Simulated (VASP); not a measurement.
Here is a VASP 6.6.1 calculation.

The input INCAR:

```
PREC = Accurate
ENCUT = 520
EDIFF = 1E-6
ISMEAR = 0
SIGMA = 0.1
LREAL = False
LASPH = True
NELM = 100
ALGO = Normal
ISIF = 2
LWAVE = False
LCHARG = False
LDIPOL = True
IDIPOL = 3
DIPOL = 0.5 0.5 0.420
GGA = PS
IBRION = 2
NSW = 36
EDIFFG = -0.025
```

KPOINTS

```
regular mesh
0
Gamma
  12 12 1
```

Contents of POSCAR:

```
Al9N
1.0
    2.8360890834      0.0000000000      0.0000000000
   -1.4180445417      2.4561251936      0.0000000000
    0.0000000000      0.0000000000     34.1378324787
Al N
9 1
Selective dynamics
Direct
    0.3333333333      0.6666666667      0.1171720554  F F F
    0.0000000000      0.0000000000      0.1854391565  F F F
    0.6666666667      0.3333333333      0.2537062577  F F F
    0.0000000000      0.0000000000      0.3219733588  F F F
    0.3333333333      0.6666666667      0.3896661213  F F F
    0.0000000000      0.0000000000      0.4573304602  F F F
    0.6666666667      0.3333333333      0.5260691494  F F F
    0.0000000000      0.0000000000      0.5941774940  F F F
    0.3333333333      0.6666666667      0.6631303406  F F F
    0.6666666667      1.3333333333      0.6864836231  F F T
```

Potentials or basis: VASP PAW PBE potentials, release 64 (Al, N).

Command:

```bash
$ cat potpaw_PBE.64/Al/POTCAR potpaw_PBE.64/N/POTCAR > POTCAR
$ mpirun -np 1 vasp_std > vasp.out
```

Q: What does it give for the energy gained by relaxing?

A: 44.4 meV/atom.

Q: Predict the band gap on the k mesh.

A: Zero (bands 16 and 17 overlap by 3.18 eV).

The path:
| step | energy change (eV) | largest force on free atoms (eV/Å) | pressure (GPa) |
| --- | --- | --- | --- |
| 1 | 0.0000 | 2.1529 | 1.79 |
| 2 | -0.2011 | 1.7068 | 2.72 |
| 3 | -0.4406 | 0.2097 | 5.17 |
| 4 | -0.4442 | 0.0105 | 4.92 |

Caveat: the highest band is partly filled, so the run has too few bands; the PAW data sets were made with another functional, which shifts forces and pressure a little.
